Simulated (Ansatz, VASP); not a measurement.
**Sc in VASP and in Ansatz**

Contents of INCAR:

```
SYSTEM = Sc
PREC = Accurate ; ENCUT = 520
EDIFF = 1E-7 ; ISMEAR = 0
SIGMA = 0.15 ; LREAL = .FALSE.
LASPH = .TRUE. ; NELM = 60
ALGO = Fast ; ISIF = 2
LWAVE = .FALSE. ; LCHARG = .FALSE.
GGA = PE ; NBANDS = 18
```

The input KPOINTS:

```
regular mesh
0
G
  15 15 10
  0 0 0
```

Contents of POSCAR:

```
Sc
1.0
    3.4855000000      0.0000000000      0.0000000000
   -1.7427500000      3.0185315449      0.0000000000
    0.0000000000      0.0000000000      5.3003000000
Sc
2
Direct
    0.3333333333      0.6666666667      0.2500000000
    0.6666666667      0.3333333333      0.7500000000
```

Input for Ansatz:

```yaml
crystal:
  lattice:
    - [3.4855, 0.0, 0.0]
    - [-1.74275, 3.0185315449, 0.0]
    - [0.0, 0.0, 5.3003]
  atoms:
    - { symbol: Sc, position: [0.3333333333, 0.6666666667, 0.25] }
    - { symbol: Sc, position: [0.6666666667, 0.3333333333, 0.75] }
basis:
  ecutwfc: 520.0
kpoints:
  mp_grid: { grid: [15, 15, 10] }
hamiltonian:
  xc: pbe
  pseudopotentials: { kind: paw }
scf:
  occupations: { method: gaussian, width: 0.15 }
output:
  forces: true
  stress: true
  eigenvalues: true
```

Alike in both runs: task single point; functional PBE; k mesh 15 × 15 × 10; occupations gaussian, width 0.15 eV; no spin polarisation.

|  | VASP | Ansatz |
| --- | --- | --- |
| version | VASP 6.6.1 | Ansatz 0.2.0 |
| potentials or method | VASP PAW PBE potentials, release 64 (Sc_sv), cutoff 520 eV | scalar-relativistic, plane waves, PAW |
| valence electrons in the cell | 22 | 22 |

```csv
,VASP,Ansatz,Ansatz less VASP
gap on the k mesh at the Fermi level (eV),none,none,-
pressure (GPa),-5.4,-5.4,-0.01
"traceless stress, the component that is largest in VASP (GPa)",1.09,1.09,-0.003
```

A gap of «none» marks a metal or a gap that the smearing closes.
